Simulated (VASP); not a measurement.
Wanted: the native input for a VASP 6.6.1 run.

* Task: single point
* Functional: PBE
* Dispersion: D3(BJ)
* Potentials or basis: VASP PAW PBE potentials, release 64 (Mo_sv, S)
* Cutoff: 520 eV
* k mesh: 3 × 3 × 3
* Occupations: fermi-dirac, width 0.0948 eV
* Spin: no spin polarisation
* Dipole correction: no
* Further INCAR settings: LREAL = Auto; ALGO = Fast; EDIFF = 1e-06; NBANDS = 194

The structure of MoS2 lies in POSCAR:

```
MoS2
1.0
    4.7001865774     -4.5227566429      5.9589013408
    1.5667288591      6.3318593000      5.9589013408
   -6.2669154366     -1.8091026571      5.9589013408
Mo S
13 26
Direct
    0.2307692308      0.0769230769      0.6923076923
    1.0000000000      1.0000000000      1.0000000000
    0.4615384615      0.1538461538      0.3846153846
    0.9230769231      0.3076923077      0.7692307692
    0.1538461538      0.3846153846      0.4615384615
    0.6153846154      0.5384615385      0.8461538462
    0.3076923077      0.7692307692      0.9230769231
    0.6923076923      0.2307692308      0.0769230769
    0.3846153846      0.4615384615      0.1538461538
    0.8461538462      0.6153846154      0.5384615385
    0.0769230769      0.6923076923      0.2307692308
    0.5384615385      0.8461538462      0.6153846154
    0.7692307692      0.9230769231      0.3076923077
    0.9870996896      0.8332535358      0.4486381512
    0.7563304589      0.7563304589      0.7563304589
    0.2178689204      0.9101766127      0.1409458435
    0.6794073820      0.0640227666      0.5255612281
    0.9101766127      0.1409458435      0.2178689204
    0.3717150743      0.2947919973      0.6024843050
    0.0640227666      0.5255612281      0.6794073820
    0.4486381512      0.9870996896      0.8332535358
    0.1409458435      0.2178689204      0.9101766127
    0.6024843050      0.3717150743      0.2947919973
    0.8332535358      0.4486381512      0.9870996896
    0.2947919973      0.6024843050      0.3717150743
    0.5255612281      0.6794073820      0.0640227666
    0.4744387719      0.3205926180      0.9359772334
    0.2436695411      0.2436695411      0.2436695411
    0.7052080027      0.3975156950      0.6282849257
    0.1667464642      0.5513618488      0.0129003104
    0.3975156950      0.6282849257      0.7052080027
    0.8590541565      0.7821310796      0.0898233873
    0.5513618488      0.0129003104      0.1667464642
    0.9359772334      0.4744387719      0.3205926180
    0.6282849257      0.7052080027      0.3975156950
    0.0898233873      0.8590541565      0.7821310796
    0.3205926180      0.9359772334      0.4744387719
    0.7821310796      0.0898233873      0.8590541565
    0.0129003104      0.1667464642      0.5513618488
```

The input as run:

INCAR

```
SYSTEM = MoS2
PREC = Accurate
ENCUT = 520
EDIFF = 1E-6
ISMEAR = -1
SIGMA = 0.0948
LREAL = Auto
LASPH = .True.
NELM = 80
ALGO = Fast
ISIF = 2
LWAVE = .False.
LCHARG = .False.
GGA = PE
IVDW = 12
NBANDS = 194
```

KPOINTS

```
Automatic mesh
0
Gamma
  3 3 3
  0 0 0
```

Potentials or basis: VASP PAW PBE potentials, release 64 (Mo_sv, S).

The run is started by

```sh
$ cat potpaw_PBE.64/Mo_sv/POTCAR potpaw_PBE.64/S/POTCAR > POTCAR
$ mpirun -np 1 vasp_std > vasp.out
```

It gave:

The pressure is 0.0 GPa. The largest force is 0.030 eV/Å. The band gap on the k mesh is zero (bands 169 and 170 overlap by 0.21 eV). The dispersion energy per atom is -0.450 eV.

It took 35 min on 1 thread of Oxide Virtual Turin-like Processor, on a shared host, peak memory 0.93 GiB.
